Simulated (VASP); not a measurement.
The system is Li2O.

```
O Li
1.0
     0.00000    2.30000    2.30000
     2.30000    0.00000    2.30000
     2.30000    2.30000    0.00000
O Li
1 2
Direct
  0.00000 0.00000 0.00000
  0.25000 0.25000 0.25000
  0.75000 0.75000 0.75000
```

```yaml
Program: VASP 6.6.1
Task: relaxation of cell and atoms
Functional: LDA
Potentials_or_basis: VASP PAW LDA potentials, release 64 (O, Li_sv)
Cutoff: 750 eV
k_mesh: 8 × 8 × 8
Occupations: gaussian, width 0.02 eV
Spin: no spin polarisation
```

At the start: pressure -6.1 GPa; volume 8.11 Å³/atom.

Q: Where does the relaxation end?

A: Over 4 steps the energy falls by 11.4 meV/atom and the volume is 7.54 Å³/atom (-7.0 %); space group Fm-3m (No. 225, to 0.1 Å) before and after.

The path:
```tsv
step	energy change (eV)	largest force (eV/Å)	pressure (GPa)	volume (Å³)
1	0.0000	0.0000	-6.09	24.33
2	-0.0292	0.0000	-2.51	23.26
3	-0.0342	0.0000	-0.14	22.67
4	-0.0342	0.0000	0.00	22.63
```

Final structure:
```
O Li
1.0
     0.00000    2.24517    2.24517
     2.24517    0.00000    2.24517
     2.24517    2.24517    0.00000
O Li
1 2
Direct
  0.00000 0.00000 0.00000
  0.25000 0.25000 0.25000
  0.75000 0.75000 0.75000
```
